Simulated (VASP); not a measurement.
# P (P2/m) in VASP: notebook

The runs below take P through single point, with LDA.

Everything below comes from runs of VASP 6.6.1. Logs are shortened: lines on timing, memory, paths and dates and some standing lists are left out, and cuts for length are marked.

### Step 1. The cell of the first run

The structure is monoclinic, space group P2/m (No. 10). Conventional cell: a = 2.425 Å, b = 2.439 Å, c = 4.852 Å, α = 90.00°, β = 90.24°, γ = 90.00°. Within 3.2 Å of P (site symmetry m) lie 6 P at 2.42 to 2.44 Å.

### Step 2. Single point, LDA

File INCAR:

```
SYSTEM = P
ALGO = Normal ; EDIFF = 1E-7
ENCUT = 520 ; GGA = CA
ISIF = 2 ; ISMEAR = -1
LASPH = .TRUE. ; LCHARG = .FALSE.
LREAL = .FALSE. ; LWAVE = .FALSE.
NBANDS = 12 ; NELM = 60
PREC = Accurate ; SIGMA = 0.1
```

File KPOINTS:

```
Automatic mesh
0
Gamma
  8 8 4
  0.5 0.5 0.5
```

File POSCAR:

```
P
1.0
    2.4246941100      0.0000000000      0.0000000000
    0.0000000000      2.4385351400      0.0000000000
   -0.0203144600      0.0000000000      4.8524329000
P
2
Direct
    0.0000000000      0.0000000000      0.2505746400
    0.0000000300      0.0000000000      0.7494253600
```

Potentials or basis: VASP PAW LDA potentials, release 64 (P).

Launch:

```
$ cat potpaw_LDA.64/P/POTCAR > POTCAR
$ mpirun -np 1 vasp_std > vasp.out
```

OUTCAR:

```text
SYSTEM = P
   EDIFF = 1E-7
   ENCUT = 520
   GGA = CA
   ISIF = 2
   ISMEAR = -1
   LASPH = .TRUE.
   LREAL = .FALSE.
   NELM = 60
   PREC = Accurate

 ion  position               nearest neighbor table
   1  0.000  0.000  0.251-   2 2.42   2 2.43
   2  0.000  0.000  0.749-   1 2.42   1 2.43

  LATTYP: Found a simple monoclinic cell.
 ALAT       =     2.4246941100
 B/A-ratio  =     1.0057083613
 C/A-ratio  =     2.0012732338
 COS(beta)  =    -0.0041864117

  Lattice vectors:

 A1 = (   2.4246941100,   0.0000000000,   0.0000000000)
 A2 = (   0.0000000000,   2.4385351400,   0.0000000000)
 A3 = (  -0.0203144600,   0.0000000000,   4.8524329000)

Analysis of symmetry for initial positions (statically):
=====================================================================
 Subroutine PRICEL returns:
 Original cell was already a primitive cell.

 Routine SETGRP: Setting up the symmetry group for a
 simple monoclinic supercell.

 Subroutine GETGRP returns: Found  4 space group operations
 (whereof  4 operations were pure point group operations)
 out of a pool of  4 trial point group operations.

The static configuration has the point symmetry C_2h.

Analysis of symmetry for dynamics (positions and initial velocities):
=====================================================================
 Subroutine PRICEL returns:
 Original cell was already a primitive cell.

 Routine SETGRP: Setting up the symmetry group for a
 simple monoclinic supercell.

 Subroutine GETGRP returns: Found  4 space group operations
 (whereof  4 operations were pure point group operations)
 out of a pool of  4 trial point group operations.

The dynamic configuration has the point symmetry C_2h.

 Subroutine INISYM returns: Found  4 space group operations
 (whereof  4 operations are pure point group operations),
 and found     1 'primitive' translations

----------------------------------------------------------------------------------------

                                     Primitive cell

  volume of cell :      28.6910

  direct lattice vectors                    reciprocal lattice vectors
     2.424694110  0.000000000  0.000000000     0.412423157  0.000000000  0.001726588
     0.000000000  2.438535140  0.000000000     0.000000000  0.410082259  0.000000000
    -0.020314460  0.000000000  4.852432900     0.000000000  0.000000000  0.206082190

  length of vectors
     2.424694110  2.438535140  4.852475423     0.412426771  0.410082259  0.206082190

  position of ions in fractional coordinates (direct lattice)
     0.000000000  0.000000000  0.250574640
     0.000000030  0.000000000  0.749425360

  ion indices of the primitive-cell ions
   primitive index   ion index
                 1           1
                 2           2

----------------------------------------------------------------------------------------

 KPOINTS: Automatic mesh

Automatic generation of k-mesh.
 Grid dimensions read from file:
 generate k-points for:    8    8    4

 Generating k-lattice:

  Cartesian coordinates                     Fractional coordinates (reciprocal lattice)
     0.051552895  0.000000000  0.000215824     0.125000000  0.000000000  0.000000000
     0.000000000  0.051260282  0.000000000     0.000000000  0.125000000  0.000000000
     0.000000000  0.000000000  0.051520548     0.000000000  0.000000000  0.250000000

  Length of vectors
     0.051553346  0.051260282  0.051520548

  Shift w.r.t. Gamma in fractional coordinates (k-lattice)
     0.500000000  0.500000000  0.500000000

 Subroutine IBZKPT returns following result:
 ===========================================

 Found     64 irreducible k-points:

 Following reciprocal coordinates:
            Coordinates               Weight
  0.062500  0.062500  0.125000      4.000000
  0.187500  0.062500  0.125000      4.000000
  0.312500  0.062500  0.125000      4.000000
  0.437500  0.062500  0.125000      4.000000
 -0.437500  0.062500  0.125000      4.000000
 -0.312500  0.062500  0.125000      4.000000
[... 16 lines left out ...]
 -0.187500  0.312500  0.125000      4.000000
 -0.062500  0.312500  0.125000      4.000000
 [... further k-points ...]
   k-points           NKPTS =     64   k-points in BZ     NKDIM =     64   number of bands    NBANDS=     12
   number of dos      NEDOS =    301   number of ions     NIONS =      2
   total plane-waves  NPLWV =  11664
   dimension x,y,z NGX =    18 NGY =   18 NGZ =   36
   dimension x,y,z NGXF=    36 NGYF=   36 NGZF=   72
   ions per type =               2
   NGX,Y,Z   is equivalent  to a cutoff of  12.34, 12.27, 12.33 a.u.
   NGXF,Y,Z  is equivalent  to a cutoff of  24.68, 24.54, 24.67 a.u.
 SYSTEM =  P
   PREC   = accura    normal or accurate (medium, high low for compatibility)
   ISTART =      0    job   : 0-new  1-cont  2-samecut
   ICHARG =      2    charge: 1-file 2-atom 10-const
   ISPIN  =      1    spin polarized calculation?
   LNONCOLLINEAR =      F non collinear calculations
   LSORBIT =      F    spin-orbit coupling
   LASPH  =      T    aspherical Exc in radial PAW
   ENCUT  =  520.0 eV  38.22 Ry    6.18 a.u.   4.51  4.53  9.02*2*pi/ulx,y,z
   NELM   =     60;   NELMIN=  2; NELMDL= -5     # of ELM steps
   EDIFF  = 0.1E-06   stopping-criterion for ELM
   LREAL  =      F    real-space projection
   EDIFFG = 0.1E-05   stopping-criterion for IOM
   NSW    =      0    number of steps for IOM
   IBRION =     -1    ionic relax: 0-MD 1-quasi-New 2-CG
   NFREE  =      0    steps in history (QN), initial steepest desc. (CG)
   ISIF   =      2    stress and relaxation
   ISYM   =      2    0-nonsym 1-usesym 2-fastsym
   POTIM  = 0.5000    time-step for ionic-motion
   TEBEG  =    0.0;   TEEND  =   0.0 temperature during run
   PSTRESS=    0.0 pullay stress
   NELECT =      10.0000    total number of electrons
   NUPDOWN=      -1.0000    fix difference up-down
   EMIN   =  10.00;   EMAX   =-10.00  energy-range for DOS
   EFERMI =   0.00;   METHOD = LEGACY
   ISMEAR =    -1;   SIGMA  =   0.10  broadening in eV -4-tet -1-fermi 0-gaus
   EFERMI_NEDOS =   21; number of points for ismear=-14 and -15
   IALGO  =     38    algorithm
   IMIX   =      4    mixing-type and parameters
     AMIX     =   0.40;   BMIX     =  1.00
     AMIX_MAG =   1.60;   BMIX_MAG =  1.00
  volume/ion in A,a.u.               =      14.35        96.81
  Fermi-wavevector in a.u.,A,eV,Ry     =   1.152107  2.177167 18.059715  1.327352
  Thomas-Fermi vector in A             =   2.288761
   LORBIT       =      0    0 simple, 1 ext, 2 COOP (PROOUT), +10 PAW based schemes
   GGA     = CA    functional components
   LHFCALC =     F    Hartree Fock is set to
   AEXX    =    0.0000 exact exchange contribution
   IVDW    =     0    specifies the selected vdW correction
   LEPSILON=     F    determine dielectric tensor
   LRPA    =     F    only Hartree local field effects (RPA)
 non-spin polarized calculation
  energy-cutoff  :      520.00
  volume of cell :       28.69
 maximum number of plane-waves:       792
 NGX is ok and might be reduce to    18
   NGX =  9   NGY =  9   NGZ = 19

 number of electron      10.0000000 magnetization

 number of electron       9.9999996 magnetization

 Free energy of the ion-electron system (eV)
  ---------------------------------------------------
  ext. energy  EPLUGINS =         0.00000000
  ---------------------------------------------------
  free energy    TOTEN  =       -12.15591450 eV

  energy without entropy =      -12.14696747  energy(sigma->0) =      -12.15144098

 E-fermi :   9.7249     XC(G=0): -11.4533

 val. band max:        9.5708067941   @ k =  -0.1875   0.1875   0.3750
 cond. band min:       9.8387506854   @ k =  -0.4375   0.4375   0.1250
 fundamental gap:      0.2679438913
 Fermi energy:         9.7249188164

 k-point     1 :       0.0625    0.0625    0.1250
  band No.  band energies     occupation
      1      -6.5317      2.00000
      2      -2.6559      2.00000
      3       1.8069      2.00000
      4      12.9961      0.00000
      5      13.1094      0.00000
      6      14.2993      0.00000
      7      15.6543      0.00000
      8      16.9615      0.00000
      9      18.8242      0.00000
     10      18.9519      0.00000
     11      21.2188      0.00000
     12      22.7211      0.00000

 k-point     2 :       0.1875    0.0625    0.1250
  band No.  band energies     occupation
      1      -5.8118      2.00000
      2      -1.9444      2.00000
      3       2.4629      2.00000
      4       8.9388      1.99923
      5      12.1197      0.00000
      6      13.5813      0.00000
      7      14.6534      0.00000
      8      17.0388      0.00000
      9      18.4531      0.00000
     10      19.4007      0.00000
     11      22.2856      0.00000
     12      23.5966      0.00000

 k-point     3 :       0.3125    0.0625    0.1250
  band No.  band energies     occupation
      1      -4.4202      2.00000
      2      -0.5504      2.00000
      3       3.6690      2.00000
      4       4.9225      2.00000
      5       8.3095      2.00000
      6      14.3586      0.00000
      7      14.6014      0.00000
      8      15.7339      0.00000
      9      18.0714      0.00000
     10      20.3483      0.00000
     11      23.8767      0.00000
     12      24.6594      0.00000

 k-point     4 :       0.4375    0.0625    0.1250
  band No.  band energies     occupation
      1      -2.6402      2.00000
      2       1.3233      2.00000
      3       1.7995      2.00000
      4       4.7894      2.00000
      5       5.3762      2.00000
      6      11.6088      0.00000
      7      15.6391      0.00000
      8      16.9341      0.00000
      9      19.1180      0.00000
     10      21.2400      0.00000
     11      22.7326      0.00000
     12      23.4034      0.00000

 k-point     5 :      -0.4375    0.0625    0.1250
  band No.  band energies     occupation
      1      -2.6465      2.00000
      2       1.3561      2.00000
      3       1.8084      2.00000
      4       4.7140      2.00000
      5       5.3893      2.00000
      6      11.6436      0.00000
      7      15.6552      0.00000
      8      16.9557      0.00000
      9      19.1254      0.00000
     10      21.2170      0.00000
     11      22.7119      0.00000
     12      23.3693      0.00000
[... 228 lines left out ...]
      1      -0.5639      2.00000
      2       3.4062      2.00000
      3       3.6193      2.00000
      4       6.3895      2.00000
      5       7.0652      2.00000
      6       8.2147      2.00000
      7      12.1132      0.00000
      8      13.6005      0.00000
      9      14.3258      0.00000
     10      17.5278      0.00000
     11      17.6002      0.00000
     12      18.2459      0.00000

 k-point    22 :      -0.3125    0.3125    0.1250
  band No.  band energies     occupation
      1      -2.3613      2.00000
      2       1.5374      2.00000
      3       5.3789      2.00000
      4       6.1325      2.00000
      5       7.4681      2.00000
      6       8.9461      1.99917
      7      11.7122      0.00000
      8      16.0890      0.00000
      9      16.5166      0.00000
     10      16.6678      0.00000
     11      17.5212      0.00000
     12      20.2278      0.00000

 k-point    23 :      -0.1875    0.3125    0.1250
  band No.  band energies     occupation
      1      -3.7468      2.00000
      2       0.1486      2.00000
      3       4.2309      2.00000
      4       5.4652      2.00000
      5       8.7207      1.99991
      6      10.8648      0.00002
      7      14.3512      0.00000
      8      15.2059      0.00000
      9      16.0422      0.00000
     10      20.3591      0.00000
     11      20.7992      0.00000
     12      23.0268      0.00000

 k-point    24 :      -0.0625    0.3125    0.1250
  band No.  band energies     occupation
      1      -4.4606      2.00000
      2      -0.5668      2.00000
      3       3.6095      2.00000
      4       4.8527      2.00000
      5       8.2088      2.00000
      6      14.3177      0.00000
      7      14.6622      0.00000
      8      15.8397      0.00000
      9      18.2240      0.00000
     10      20.3641      0.00000
     11      23.9449      0.00000
     12      24.8236      0.00000

 [... further k-points ...]
[... 5 lines left out ...]
  --------------------------------------------------------------------------------------
  -------------------------------------------------------------------------------------
  Total       -0.5076590     -0.8188039     -0.5423717      0.0000000      0.0000000      0.0773669
  in kB      -28.3489623    -45.7240795    -30.2874066      0.0000000      0.0000000      4.3203644
  external PRESSURE =     -34.7868161 kB  Pullay stress =       0.0000000 kB

 VOLUME and BASIS-vectors are now :
 -----------------------------------------------------------------------------
  energy-cutoff  :      520.00
  volume of cell :       28.69
      direct lattice vectors                 reciprocal lattice vectors
     2.424694110  0.000000000  0.000000000     0.412423157  0.000000000  0.001726588
     0.000000000  2.438535140  0.000000000     0.000000000  0.410082259  0.000000000
    -0.020314460  0.000000000  4.852432900     0.000000000  0.000000000  0.206082190

 POSITION                                       TOTAL-FORCE (eV/Angst)
 -----------------------------------------------------------------------------------
     -0.00509      0.00000      1.21590        -0.000115      0.000000     -0.015564
     -0.01522      0.00000      3.63654         0.000115      0.000000      0.015564
 -----------------------------------------------------------------------------------
    total drift:                               -0.000015     -0.000000     -0.000000

  FREE ENERGIE OF THE ION-ELECTRON SYSTEM (eV)
  ---------------------------------------------------
  free  energy   TOTEN  =       -12.1559144966 eV

  energy  without entropy=      -12.1469674731  energy(sigma->0) =      -12.15144098
```

Wall time 12 s (1 thread of AMD EPYC 7R43 (Zen 3), shared host); peak memory 0.08 GiB.

What came out:

```
Free energy            : -12.1559 eV
Pressure               : -3.5 GPa
Largest force          : 0.016 eV/Å
Band gap on the k mesh : zero (band 5 reaches 13.61 eV, above the bottom of band 6 at 7.02 eV)
```

Forces on the atoms (eV/Å):
```
P    0.000  0.000 -0.016
P    0.000  0.000  0.016
```

Levels at points of the mesh, in eV from the Fermi level:
| k point | band 2 | band 3 | band 4 | band 5 | band 6 | band 7 | band 8 | band 9 |
| --- | --- | --- | --- | --- | --- | --- | --- | --- |
| (0.06, 0.06, 0.12) | -12.38 | -7.92 | 3.27 | 3.38 | 4.57 | 5.93 | 7.24 | 9.10 |

[end of part 1 of 2]
